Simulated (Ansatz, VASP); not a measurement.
# AgCl in VASP and in Ansatz

File INCAR:

```
SYSTEM = AgCl
  PREC = Accurate
  ENCUT = 500
  EDIFF = 1E-6
  ISMEAR = 0
  SIGMA = 0.1
  LREAL = .FALSE.
  LASPH = .TRUE.
  NELM = 120
  ALGO = Normal
  ISIF = 2
  LWAVE = .FALSE.
  LCHARG = .FALSE.
  GGA = PE
  NBANDS = 16
  GGA_COMPAT = .FALSE.
```

Contents of KPOINTS:

```
Automatic mesh
0
G
  4 4 4
  0 0 0
```

The input POSCAR:

```
AgCl
1.0
    3.5661769097      0.0000000000      0.0000000000
    0.0000000000      3.5661769097      0.0000000000
    0.0000000000      0.0000000000      3.5661769097
Ag Cl
1 1
Direct
    0.0000000000      0.0000000000      0.0000000000
    0.5000000000      0.5000000000      0.5000000000
```

Input for Ansatz:

```yaml
crystal:
  lattice:
    - [3.5661769097, 0.0, 0.0]
    - [0.0, 3.5661769097, 0.0]
    - [0.0, 0.0, 3.5661769097]
  atoms:
    - { symbol: Ag, position: [0.0, 0.0, 0.0] }
    - { symbol: Cl, position: [0.5, 0.5, 0.5] }
basis:
  ecutwfc: 420
  ecutrho_ratio: 12
kpoints:
  mp_grid: { grid: [4, 4, 4] }
hamiltonian:
  xc: pbe
scf:
  occupations: { method: gaussian, width: 0.1 }
  mixing: { ndim: 6 }
  initial_density: { chi_scale: 0, normalization: atom }
  max_iter: 97
output:
  forces: true
  stress: true
  eigenvalues: true
```

Alike in both runs: task single point; functional PBE; k mesh 4 × 4 × 4; occupations gaussian, width 0.1 eV; no spin polarisation.

```csv
,VASP,Ansatz
version,VASP 6.6.1,Ansatz 0.2.0
potentials or method,"VASP PAW PBE potentials, release 64 (Ag, Cl), cutoff 500 eV","scalar-relativistic, plane waves, PAW"
valence electrons in the cell,18,26
```

VASP gave:

- gap on the k mesh at the Fermi level (eV): 0.56
- least direct gap on the mesh (eV): 1.71
- pressure (GPa): -3.9

Q: Estimate Ansatz's values.

A: gap on the k mesh at the Fermi level (eV): 0.56; least direct gap on the mesh (eV): 1.71; pressure (GPa): -3.8.

VASP's potentials hold 18 valence electrons a cell and Ansatz's 26, so a difference there can come from the potentials and not from the codes.

The k mesh is coarse, so the values compare programs but aren't converged.
